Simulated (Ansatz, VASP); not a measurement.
# One calculation of Te2S2O, two programs

Contents of INCAR:

```
ALGO = Normal
EDIFF = 1E-6
ENCUT = 520
GGA = PE
ISIF = 2
ISMEAR = -1
LASPH = T
LCHARG = F
LREAL = F
LWAVE = F
NBANDS = 41
NELM = 100
PREC = Accurate
SIGMA = 0.1
```

KPOINTS

```
k-points
0
Gamma
  3 3 3
```

File POSCAR:

```
Te2S2O
1.0
    5.6055430000      3.4544390000      0.0000000000
    5.6055430000     -3.4544390000      0.0000000000
    0.0000000000      0.0000000000     -6.1130640000
O Te S
2 4 4
Direct
    0.2170000000      0.7830000000      0.7700000000
    0.7830000000      0.2170000000      0.2700000000
    0.3260000000      0.0320000000      0.7030000000
    0.6740000000      0.9680000000      0.2030000000
    0.9680000000      0.6740000000      0.7030000000
    0.0320000000      0.3260000000      0.2030000000
    0.3419000000      0.0879000000      0.3600000000
    0.6581000000      0.9121000000      0.8600000000
    0.9121000000      0.6581000000      0.3600000000
    0.0879000000      0.3419000000      0.8600000000
```

Input for Ansatz:

```yaml
crystal:
  lattice:
    - [5.605543, 3.454439, 0.0]
    - [5.605543, -3.454439, 0.0]
    - [0.0, 0.0, -6.113064]
  atoms:
    - { symbol: O, position: [0.217, 0.783, 0.77] }
    - { symbol: O, position: [0.783, 0.217, 0.27] }
    - { symbol: Te, position: [0.326, 0.032, 0.703] }
    - { symbol: Te, position: [0.674, 0.968, 0.203] }
    - { symbol: Te, position: [0.968, 0.674, 0.703] }
    - { symbol: Te, position: [0.032, 0.326, 0.203] }
    - { symbol: S, position: [0.3419, 0.0879, 0.36] }
    - { symbol: S, position: [0.6581, 0.9121, 0.86] }
    - { symbol: S, position: [0.9121, 0.6581, 0.36] }
    - { symbol: S, position: [0.0879, 0.3419, 0.86] }
  symmetry: { tolerance: 0.0003 }
kpoints:
  mp_grid: { grid: [3, 3, 3], shift: [0, 0, 0] }
magnetization:
  spin_polarized: false
scf:
  occupations: { method: fermi_dirac }
hamiltonian:
  pseudopotentials: { kind: paw }
  xc: pbe
basis:
  ecutwfc: 420
output:
  forces: true
  stress: true
  eigenvalues: true
```

Alike in both runs: task single point; functional PBE; k mesh 3 × 3 × 3; no spin polarisation.

|  | VASP | Ansatz |
| --- | --- | --- |
| version | VASP 6.6.1 | Ansatz 0.2.0 |
| potentials or method | VASP PAW PBE potentials, release 64 (O, Te, S), cutoff 520 eV | PAW plane waves |
| occupations | fermi-dirac, width 0.1 eV | fermi-dirac |
| valence electrons in the cell | 60 | 100 |

```tsv
	VASP	Ansatz	Ansatz less VASP
gap on the k mesh at the Fermi level (eV)	none	none	-
rms of the force components (eV/Å)	2.695	2.663	-0.0322
```

Atom by atom the forces differ by 0.033 eV/Å (rms over components). A gap of «none» marks a metal or a gap that the smearing closes. VASP's potentials hold 60 valence electrons a cell and Ansatz's 100, so a difference there can come from the potentials and not from the codes.

Neither program's run includes spin-orbit coupling.
